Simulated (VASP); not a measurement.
# CaI2 (P-3m1) in VASP: notebook, part 2 of 2

VASP 6.6.1. Earlier steps stand in the parts before.

## (3) Electric field gradients, LDA (34.15 Å³/atom)

This run uses another cell than the first one, of 34.15 Å³/atom.

The input, INCAR:

```
SYSTEM = CaI2
  ALGO = Normal
  EDIFF = 1E-8
  ENCUT = 520
  GGA = CA
  ISIF = 2
  ISMEAR = -1
  LASPH = .TRUE.
  LCHARG = .FALSE.
  LEFG = .TRUE.
  LREAL = .FALSE.
  LWAVE = .FALSE.
  NBANDS = 19
  NELM = 80
  PREC = Accurate
  SIGMA = 0.03
```

The input, KPOINTS:

```
k-points
0
G
  7 7 4
  0 0 0
```

The input, POSCAR:

```
CaI2
1.0
    4.2432574009      0.0000000000      0.0000000000
   -2.1216287004      3.6747687040      0.0000000000
    0.0000000000      0.0000000000      6.5707400487
Ca I
1 2
Direct
    0.0000000000      0.0000000000      0.0000000000
    0.3333333333      0.6666666667      0.2698947247
    0.6666666667      0.3333333333      0.7301052753
```

Potentials or basis: VASP PAW LDA potentials, release 64 (Ca_sv, I).

Started as:

```console
cat potpaw_LDA.64/Ca_sv/POTCAR potpaw_LDA.64/I/POTCAR > POTCAR
mpirun -np 1 vasp_std > vasp.out
```

OUTCAR:

```text
SYSTEM = CaI2
   EDIFF = 1E-8
   ENCUT = 520
   GGA = CA
   ISIF = 2
   ISMEAR = -1
   LASPH = .TRUE.
   LREAL = .FALSE.
   NELM = 80
   PREC = Accurate

 ion  position               nearest neighbor table
   1  0.000  0.000  0.000-   2 3.02   3 3.02   2 3.02   3 3.02   3 3.02   2 3.02
   2  0.333  0.667  0.270-   1 3.02   1 3.02   1 3.02
   3  0.667  0.333  0.730-   1 3.02   1 3.02   1 3.02

  LATTYP: Found a hexagonal cell.
 ALAT       =     4.2432574009
 C/A-ratio  =     1.5485131888

  Lattice vectors:

 A1 = (   4.2432574009,   0.0000000000,   0.0000000000)
 A2 = (  -2.1216287004,   3.6747687040,   0.0000000000)
 A3 = (   0.0000000000,   0.0000000000,   6.5707400487)

Analysis of symmetry for initial positions (statically):
=====================================================================
 Subroutine PRICEL returns:
 Original cell was already a primitive cell.

 Routine SETGRP: Setting up the symmetry group for a
 hexagonal supercell.

 Subroutine GETGRP returns: Found 12 space group operations
 (whereof 12 operations were pure point group operations)
 out of a pool of 24 trial point group operations.

The static configuration has the point symmetry D_3d.

Analysis of symmetry for dynamics (positions and initial velocities):
=====================================================================
 Subroutine PRICEL returns:
 Original cell was already a primitive cell.

 Routine SETGRP: Setting up the symmetry group for a
 hexagonal supercell.

 Subroutine GETGRP returns: Found 12 space group operations
 (whereof 12 operations were pure point group operations)
 out of a pool of 24 trial point group operations.

The dynamic configuration has the point symmetry D_3d.

 Subroutine INISYM returns: Found 12 space group operations
 (whereof 12 operations are pure point group operations),
 and found     1 'primitive' translations

----------------------------------------------------------------------------------------

                                     Primitive cell

  volume of cell :     102.4575

  direct lattice vectors                    reciprocal lattice vectors
     4.243257401  0.000000000  0.000000000     0.235668003  0.136062985  0.000000000
    -2.121628700  3.674768704  0.000000000     0.000000000  0.272125971  0.000000000
     0.000000000  0.000000000  6.570740049     0.000000000  0.000000000  0.152189859

  length of vectors
     4.243257401  4.243257401  6.570740049     0.272125971  0.272125971  0.152189859

  position of ions in fractional coordinates (direct lattice)
     0.000000000  0.000000000  0.000000000
     0.333333333  0.666666667  0.269894725
     0.666666667  0.333333333  0.730105275

  ion indices of the primitive-cell ions
[... 79 lines left out ...]
   NSW    =      0    number of steps for IOM
   IBRION =     -1    ionic relax: 0-MD 1-quasi-New 2-CG
   NFREE  =      0    steps in history (QN), initial steepest desc. (CG)
   ISIF   =      2    stress and relaxation
   ISYM   =      2    0-nonsym 1-usesym 2-fastsym
   POTIM  = 0.5000    time-step for ionic-motion
   TEBEG  =    0.0;   TEEND  =   0.0 temperature during run
   PSTRESS=    0.0 pullay stress
   NELECT =      24.0000    total number of electrons
   NUPDOWN=      -1.0000    fix difference up-down
   EMIN   =  10.00;   EMAX   =-10.00  energy-range for DOS
   EFERMI =   0.00;   METHOD = LEGACY
   ISMEAR =    -1;   SIGMA  =   0.03  broadening in eV -4-tet -1-fermi 0-gaus
   EFERMI_NEDOS =   21; number of points for ismear=-14 and -15
   IALGO  =     38    algorithm
   IMIX   =      4    mixing-type and parameters
     AMIX     =   0.40;   BMIX     =  1.00
     AMIX_MAG =   1.60;   BMIX_MAG =  1.00
  volume/ion in A,a.u.               =      34.15       230.47
  Fermi-wavevector in a.u.,A,eV,Ry     =   1.009169  1.907053 13.856481  1.018423
  Thomas-Fermi vector in A             =   2.142081
   LORBIT       =      0    0 simple, 1 ext, 2 COOP (PROOUT), +10 PAW based schemes
   GGA     = CA    functional components
   LHFCALC =     F    Hartree Fock is set to
   AEXX    =    0.0000 exact exchange contribution
   IVDW    =     0    specifies the selected vdW correction
   LEPSILON=     F    determine dielectric tensor
   LRPA    =     F    only Hartree local field effects (RPA)
 non-spin polarized calculation
  energy-cutoff  :      520.00
  volume of cell :      102.46
 maximum number of plane-waves:      2780
   NGX = 15   NGY = 15   NGZ = 25

 number of electron      23.9999998 magnetization

 Free energy of the ion-electron system (eV)
  ---------------------------------------------------
  ext. energy  EPLUGINS =         0.00000000
  ---------------------------------------------------
  free energy    TOTEN  =       -11.13426082 eV

  energy without entropy =      -11.13426082  energy(sigma->0) =      -11.13426082

 E-fermi :   3.6089     XC(G=0):  -8.9799

 val. band max:        3.0172554186   @ k =   0.0000   0.0000   0.0000
 cond. band min:       5.8737394097   @ k =   0.4286  -0.0000   0.0000
 fundamental gap:      2.8564839911
 Fermi energy:         3.6088557930

 k-point     1 :       0.0000    0.0000    0.0000
  band No.  band energies     occupation
      1     -36.2520      2.00000
      2     -17.6305      2.00000
      3     -17.5800      2.00000
      4     -17.5800      2.00000
      5      -9.2467      2.00000
      6      -8.4093      2.00000
[... 505 lines left out ...]
      6      -8.4251      2.00000
[... 11 lines left out ...]
     18       8.5996      0.00000
     19       9.2142      0.00000

 [... further k-points ...]

------------------------ aborting loop because EDIFF is reached ----------------------------------------

  FORCE on cell =-STRESS in cart. coord.  units (eV):
  Direction    XX          YY          ZZ          XY          YZ          ZX
  --------------------------------------------------------------------------------------
  -------------------------------------------------------------------------------------
  Total        1.1669493      1.1669493      1.1245497      0.0000000     -0.0000000     -0.0000000
  in kB       18.2481523     18.2481523     17.5851300      0.0000000     -0.0000000     -0.0000000
  external PRESSURE =      18.0271449 kB  Pullay stress =       0.0000000 kB

 VOLUME and BASIS-vectors are now :
 -----------------------------------------------------------------------------
  energy-cutoff  :      520.00
  volume of cell :      102.46
      direct lattice vectors                 reciprocal lattice vectors
     4.243257401  0.000000000  0.000000000     0.235668003  0.136062985  0.000000000
    -2.121628700  3.674768704  0.000000000     0.000000000  0.272125971  0.000000000
     0.000000000  0.000000000  6.570740049     0.000000000  0.000000000  0.152189859

 POSITION                                       TOTAL-FORCE (eV/Angst)
 -----------------------------------------------------------------------------------
      0.00000      0.00000      0.00000        -0.000000      0.000000      0.000000
     -0.00000      2.44985      1.77341         0.000000      0.000000      0.030171
      2.12163      1.22492      4.79733        -0.000000      0.000000     -0.030171
 -----------------------------------------------------------------------------------
    total drift:                               -0.000000     -0.000000     -0.000000

  FREE ENERGIE OF THE ION-ELECTRON SYSTEM (eV)
  ---------------------------------------------------
  free  energy   TOTEN  =       -11.1342608244 eV

  energy  without entropy=      -11.1342608244  energy(sigma->0) =      -11.13426082

 Electric field gradients (V/A^2)
---------------------------------------------------------------------
 ion       V_xx      V_yy      V_zz      V_xy      V_xz      V_yz
---------------------------------------------------------------------
   1       0.962     0.961    -1.923    -0.001     0.000    -0.000
   2      -2.023    -2.023     4.045    -0.000    -0.000     0.000
   3      -2.023    -2.023     4.045    -0.000    -0.000     0.000
---------------------------------------------------------------------

 Electric field gradients after diagonalization (V/A^2)
 (convention: |V_zz| > |V_xx| > |V_yy|)
----------------------------------------------------------------------
 ion       V_xx      V_yy      V_zz     asymmetry (V_yy - V_xx)/ V_zz
----------------------------------------------------------------------
   1       0.962     0.961    -1.923       0.001
   2      -2.023    -2.022     4.045       0.000
   3      -2.023    -2.022     4.045       0.000
----------------------------------------------------------------------

           NMR quadrupolar parameters

 Cq : quadrupolar parameter    Cq=e*Q*V_zz/h
 eta: asymmetry parameters     (V_yy - V_xx)/ V_zz
 Q  : nuclear electric quadrupole moment in mb (millibarn)
----------------------------------------------------------------------
 ion       Cq(MHz)       eta       Q (mb)
----------------------------------------------------------------------
   1      -0.005       0.001       1.000
   2       0.010       0.000       1.000
   3       0.010       0.000       1.000
----------------------------------------------------------------------
```

OSZICAR:

```text
N       E                     dE             d eps       ncg     rms          rms(c)
DAV:   1     0.166238124752E+03    0.16624E+03   -0.10569E+04  1064   0.111E+03
DAV:   2    -0.176739078039E+01   -0.16801E+03   -0.16426E+03  1394   0.248E+02
DAV:   3    -0.107303712794E+02   -0.89630E+01   -0.89156E+01  1342   0.539E+01
DAV:   4    -0.113111062479E+02   -0.58073E+00   -0.57916E+00  1945   0.114E+01
DAV:   5    -0.113148742184E+02   -0.37680E-02   -0.37644E-02  1416   0.102E+00    0.550E+00
DAV:   6    -0.111623015501E+02    0.15257E+00   -0.25027E-01  1324   0.306E+00    0.299E+00
DAV:   7    -0.111347294010E+02    0.27572E-01   -0.13803E-01  1426   0.229E+00    0.831E-01
DAV:   8    -0.111343563877E+02    0.37301E-03   -0.14605E-02  1321   0.870E-01    0.342E-01
DAV:   9    -0.111343307351E+02    0.25653E-04   -0.74288E-04  1472   0.169E-01    0.119E-01
DAV:  10    -0.111342596023E+02    0.71133E-04   -0.38016E-04  1380   0.109E-01    0.197E-02
DAV:  11    -0.111342609483E+02   -0.13461E-05   -0.32889E-05  1521   0.301E-02    0.182E-02
DAV:  12    -0.111342606626E+02    0.28577E-06   -0.90738E-06  1204   0.145E-02    0.816E-03
DAV:  13    -0.111342608177E+02   -0.15510E-06   -0.16519E-06  1305   0.595E-03    0.487E-03
DAV:  14    -0.111342608183E+02   -0.63028E-09   -0.13659E-07  1366   0.288E-03    0.109E-03
DAV:  15    -0.111342608244E+02   -0.61332E-08   -0.14989E-08  1088   0.846E-04
   1 F= -.11134261E+02 E0= -.11134261E+02  d E =-.174098E-10
```

Run time: 40 s. Hardware: 1 thread of Intel Xeon Platinum 8488C (Sapphire Rapids), shared host; peak memory 0.2 GiB.

What came out:

```
Free energy                             : -11.1343 eV
Pressure                                : 1.8 GPa
Largest force                           : 0.030 eV/Å
Band gap on the k mesh                  : 2.86 eV (least direct gap 3.89 eV)
Largest electric field gradient by atom : Ca -1.9; I +4.0 V/Å²
```

Forces in eV/Å, atoms in the order of the input:
```
Ca   0.000  0.000  0.000
I    0.000  0.000  0.030
I    0.000  0.000 -0.030
```

Levels at points of the mesh, in eV from the valence-band top:
```
           k point  band 9  band 10  band 11  band 12  band 13  band 14  band 15  band 16
(0.00, 0.00, 0.00)   -1.29    -0.28    -0.28     0.00     4.03     4.10     4.10     4.26
(0.00, 0.00, 0.50)   -1.08    -1.08    -0.58    -0.58     3.87     4.01     4.01     5.27
```

Electric field gradients, principal values (V/Å²):
| atom | least | middle | greatest (by size) |
| --- | --- | --- | --- |
| 1 Ca | 0.961 | 0.962 | -1.923 |
| 2 I | -2.022 | -2.023 | 4.045 |
| 3 I | -2.022 | -2.023 | 4.045 |

Caveat: without QUAD_EFG the Cq values of the log hold for a quadrupole moment of 1 mb, not for the nuclei; spin-orbit coupling is left out, which moves the levels of the heavy elements; an odd mesh through Γ misses points on the zone boundary, where band edges can lie.

## (4) Electric field gradients, LDA (42.69 Å³/atom)

This run uses another cell than the first one, of 42.69 Å³/atom.

The input, INCAR:

```
PREC = Accurate
ENCUT = 520
EDIFF = 1E-8
ISMEAR = -1
SIGMA = 0.03
LREAL = False
LASPH = True
NELM = 80
ALGO = Normal
ISIF = 2
LWAVE = False
LCHARG = False
GGA = CA
LEFG = True
NBANDS = 19
```

The input, KPOINTS:

```
Automatic mesh
0
Gamma
  7 7 4
```

The input, POSCAR:

```
CaI2
1.0
    4.4137073332      0.0000000000      0.0000000000
   -2.2068536666      3.8223826754      0.0000000000
    0.0000000000      0.0000000000      7.5912971072
Ca I
1 2
Direct
    0.0000000000      0.0000000000      0.0000000000
    0.3333333333      0.6666666667      0.2292522738
    0.6666666667      0.3333333333      0.7707477262
```

Potentials or basis: VASP PAW LDA potentials, release 64 (Ca_sv, I).

Started as:

```console
cat potpaw_LDA.64/Ca_sv/POTCAR potpaw_LDA.64/I/POTCAR > POTCAR
mpirun -np 1 vasp_std > vasp.out
```

OUTCAR:

```text
PREC = Accurate
   ENCUT = 520
   EDIFF = 1E-8
   ISMEAR = -1
   LREAL = False
   LASPH = True
   NELM = 80
   ISIF = 2
   GGA = CA

 ion  position               nearest neighbor table
   1  0.000  0.000  0.000-   2 3.09   3 3.09   2 3.09   3 3.09   3 3.09   2 3.09
   2  0.333  0.667  0.229-   1 3.09   1 3.09   1 3.09
   3  0.667  0.333  0.771-   1 3.09   1 3.09   1 3.09

  LATTYP: Found a hexagonal cell.
 ALAT       =     4.4137073332
 C/A-ratio  =     1.7199366732

  Lattice vectors:

 A1 = (   4.4137073332,   0.0000000000,   0.0000000000)
 A2 = (  -2.2068536666,   3.8223826754,   0.0000000000)
 A3 = (   0.0000000000,   0.0000000000,   7.5912971072)

Analysis of symmetry for initial positions (statically):
=====================================================================
 Subroutine PRICEL returns:
 Original cell was already a primitive cell.

 Routine SETGRP: Setting up the symmetry group for a
 hexagonal supercell.

 Subroutine GETGRP returns: Found 12 space group operations
 (whereof 12 operations were pure point group operations)
 out of a pool of 24 trial point group operations.

The static configuration has the point symmetry D_3d.

Analysis of symmetry for dynamics (positions and initial velocities):
=====================================================================
 Subroutine PRICEL returns:
 Original cell was already a primitive cell.

 Routine SETGRP: Setting up the symmetry group for a
 hexagonal supercell.

 Subroutine GETGRP returns: Found 12 space group operations
[... 165 lines left out ...]
      4     -19.6463      2.00000
      5     -10.7041      2.00000
      6     -10.2725      2.00000
[... 505 lines left out ...]
      6     -10.2328      2.00000
[... 11 lines left out ...]
     18       6.7232      0.00000
     19       7.0864      0.00000

 [... further k-points ...]

------------------------ aborting loop because EDIFF is reached ----------------------------------------

  FORCE on cell =-STRESS in cart. coord.  units (eV):
  Direction    XX          YY          ZZ          XY          YZ          ZX
  --------------------------------------------------------------------------------------
  -------------------------------------------------------------------------------------
  Total       -0.5047556     -0.5047556     -0.5252252      0.0000000      0.0000000     -0.0000000
  in kB       -6.3144862     -6.3144862     -6.5705605      0.0000000      0.0000000     -0.0000000
  external PRESSURE =      -6.3998443 kB  Pullay stress =       0.0000000 kB

 VOLUME and BASIS-vectors are now :
 -----------------------------------------------------------------------------
  energy-cutoff  :      520.00
  volume of cell :      128.07
      direct lattice vectors                 reciprocal lattice vectors
     4.413707333  0.000000000  0.000000000     0.226566903  0.130808462  0.000000000
    -2.206853667  3.822382675  0.000000000     0.000000000  0.261616925  0.000000000
     0.000000000  0.000000000  7.591297107     0.000000000  0.000000000  0.131729793

 POSITION                                       TOTAL-FORCE (eV/Angst)
 -----------------------------------------------------------------------------------
      0.00000      0.00000      0.00000        -0.000000      0.000000      0.000000
     -0.00000      2.54826      1.74032         0.000000     -0.000000      0.011786
      2.20685      1.27413      5.85097         0.000000      0.000000     -0.011786
 -----------------------------------------------------------------------------------
    total drift:                                0.000000      0.000000     -0.000000

  FREE ENERGIE OF THE ION-ELECTRON SYSTEM (eV)
  ---------------------------------------------------
  free  energy   TOTEN  =       -11.1142795814 eV

  energy  without entropy=      -11.1142795814  energy(sigma->0) =      -11.11427958

 Electric field gradients (V/A^2)
---------------------------------------------------------------------
 ion       V_xx      V_yy      V_zz      V_xy      V_xz      V_yz
---------------------------------------------------------------------
   1      -0.865    -0.866     1.731    -0.000    -0.000     0.000
   2       9.688     9.688   -19.376    -0.000    -0.000     0.000
   3       9.688     9.688   -19.376    -0.000    -0.000     0.000
---------------------------------------------------------------------

 Electric field gradients after diagonalization (V/A^2)
 (convention: |V_zz| > |V_xx| > |V_yy|)
----------------------------------------------------------------------
 ion       V_xx      V_yy      V_zz     asymmetry (V_yy - V_xx)/ V_zz
----------------------------------------------------------------------
   1      -0.866    -0.865     1.731       0.001
   2       9.688     9.688   -19.376       0.000
   3       9.688     9.688   -19.376       0.000
----------------------------------------------------------------------

           NMR quadrupolar parameters

 Cq : quadrupolar parameter    Cq=e*Q*V_zz/h
 eta: asymmetry parameters     (V_yy - V_xx)/ V_zz
 Q  : nuclear electric quadrupole moment in mb (millibarn)
----------------------------------------------------------------------
 ion       Cq(MHz)       eta       Q (mb)
----------------------------------------------------------------------
   1       0.004       0.001       1.000
   2      -0.047       0.000       1.000
   3      -0.047       0.000       1.000
----------------------------------------------------------------------
```

It took 59 s on 1 thread of Intel Xeon Platinum 8488C (Sapphire Rapids), shared host; peak memory 0.23 GiB.

What came out:

```yaml
Free_energy: -11.1143 eV
Pressure: -0.6 GPa
Largest_force: 0.012 eV/Å
Band_gap_on_the_k_mesh: 3.63 eV (least direct gap 4.19 eV)
Largest_electric_field_gradient_by_atom: Ca +1.7; I -19.4 V/Å²
```

Forces in eV/Å, atoms in the order of the input:
```
Ca   0.000  0.000  0.000
I    0.000  0.000  0.012
I    0.000  0.000 -0.012
```

Levels at points of the mesh, in eV from the valence-band top:
```
           k point  band 8  band 9  band 10  band 11  band 12  band 13  band 14  band 15  band 16  band 17
(0.00, 0.00, 0.00)   -0.77   -0.77    -0.08     0.00     0.00     4.24     4.49     4.49     4.62     5.33
(0.00, 0.00, 0.50)   -0.85   -0.74    -0.74    -0.04    -0.04     4.39     4.47     4.47     5.37     5.86
```

Electric field gradients, principal values (V/Å²):
| atom | least | middle | greatest (by size) |
| --- | --- | --- | --- |
| 1 Ca | -0.865 | -0.866 | 1.731 |
| 2 I | 9.688 | 9.688 | -19.376 |
| 3 I | 9.688 | 9.688 | -19.376 |

Caveat: without QUAD_EFG the Cq values of the log hold for a quadrupole moment of 1 mb, not for the nuclei; spin-orbit coupling is left out, which moves the levels of the heavy elements; an odd mesh through Γ misses points on the zone boundary, where band edges can lie.

## (5) Overview

| cell | gap on the mesh (eV) | pressure (GPa) | largest force (eV/Å) |
| --- | --- | --- | --- |
| a = 3.768, b = 3.768, c = 6.250 Å, angles 90.0, 90.0, 120.0°, 3 atoms, atomic positions A | 1.76 | 17.5 | 0.04 |
| a = 4.243, b = 4.243, c = 6.571 Å, angles 90.0, 90.0, 120.0°, 3 atoms, atomic positions B | 2.86 | 1.8 | 0.03 |
| a = 4.414, b = 4.414, c = 7.591 Å, angles 90.0, 90.0, 120.0°, 3 atoms, atomic positions C | 3.63 | -0.6 | 0.01 |

Alike in all rows: task electric field gradients; level LDA; potentials or basis VASP PAW LDA potentials, release 64 (Ca_sv, I); no spin polarisation; k mesh 7 × 7 × 4; cutoff (eV) 520; smearing fermi-dirac 0.03 eV.

Caveats: spin-orbit coupling is left out, which moves the levels of the heavy elements; an odd mesh through Γ misses points on the zone boundary, where band edges can lie; the cell stands under pressure (at least some runs).

Absolute energies hang on the potentials; compare differences alone.
